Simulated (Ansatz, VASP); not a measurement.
MgO2 in VASP and in Ansatz

```xyz
3
Lattice="1.6048 0.9265 3.6337 -1.6048 0.9265 3.6337 0.0000 -1.8530 3.6337" Properties=species:S:1:pos:R:3 pbc="T T T"
Mg    0.0000    0.0000    0.0000
O     0.0000    0.0000    4.6743
O     0.0000    0.0000    6.2269
```

Change from the starting cell: strain +0.000 along x and y, +0.040 along z, atoms carried along.

Alike in both runs: task single point; functional r2SCAN; k mesh 12 × 12 × 12; occupations gaussian, width 0.05 eV; no spin polarisation.

|  | VASP | Ansatz |
| --- | --- | --- |
| version | VASP 6.6.1 | Ansatz 0.2.0 |
| potentials or method | VASP PAW PBE potentials, release 64 (Mg_sv, O), cutoff 920 eV | scalar-relativistic, plane waves, PAW |
| valence electrons in the cell | 22 | 22 |

Ansatz gave:

| Property | Result |
| --- | --- |
| gap on the k mesh at the Fermi level (eV) | 2.16 |
| least direct gap on the mesh (eV) | 2.16 |
| pressure (GPa) | -11.5 |
| traceless stress, the component that is largest in VASP (GPa) | -12.54 |
| rms of the force components (eV/Å) | 0.480 |

**Question.** What did VASP give for the same quantities?

**Answer.** gap on the k mesh at the Fermi level (eV): 2.15; least direct gap on the mesh (eV): 2.15; pressure (GPa): -11.0; traceless stress, the component that is largest in VASP (GPa): -11.93; rms of the force components (eV/Å): 0.426.

VASP's potentials were made for PBE, not for r2SCAN. Atom by atom the forces differ by 0.054 eV/Å (rms over components). With one functional, cell and mesh, what is left measures potentials, basis and numerics.
